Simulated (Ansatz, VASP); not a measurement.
CoGe3 in VASP and in Ansatz

```
Ge Co
1.0
     3.99222    0.00000    0.00000
     0.00000    3.99222    0.00000
     0.00000    0.00000    3.99222
Ge Co
3 1
Direct
  0.00000 0.50000 0.50000
  0.50000 0.00000 0.50000
  0.50000 0.50000 0.00000
  0.00000 0.00000 0.00000
```

Alike in both runs: task single point; functional r2SCAN; k mesh 10 × 10 × 10; occupations gaussian, width 0.1 eV; collinear spin.

|  | VASP | Ansatz |
| --- | --- | --- |
| version | VASP 6.6.1 | Ansatz 0.2.0 |
| potentials or method | VASP PAW PBE potentials, release 64 (Ge_d, Co), cutoff 520 eV | scalar-relativistic, plane waves, PAW |
| valence electrons in the cell | 51 | 59 |

```csv
,VASP,Ansatz,Ansatz less VASP
gap on the k mesh at the Fermi level (eV),none,none,-
pressure (GPa),0.8,1.1,+0.21
net moment per atom (μB),0.41,0.42,+0.005
size of the moment on the site where the two differ most (μB),1.70,1.73,+0.031
```

VASP's potentials were made for PBE, not for r2SCAN. Site moments also hang on the region over which each program counts them. A gap of «none» marks a metal or a gap that the smearing closes. VASP's potentials hold 51 valence electrons a cell and Ansatz's 59, so a difference there can come from the potentials and not from the codes. Ansatz's warnings: stability check not made.
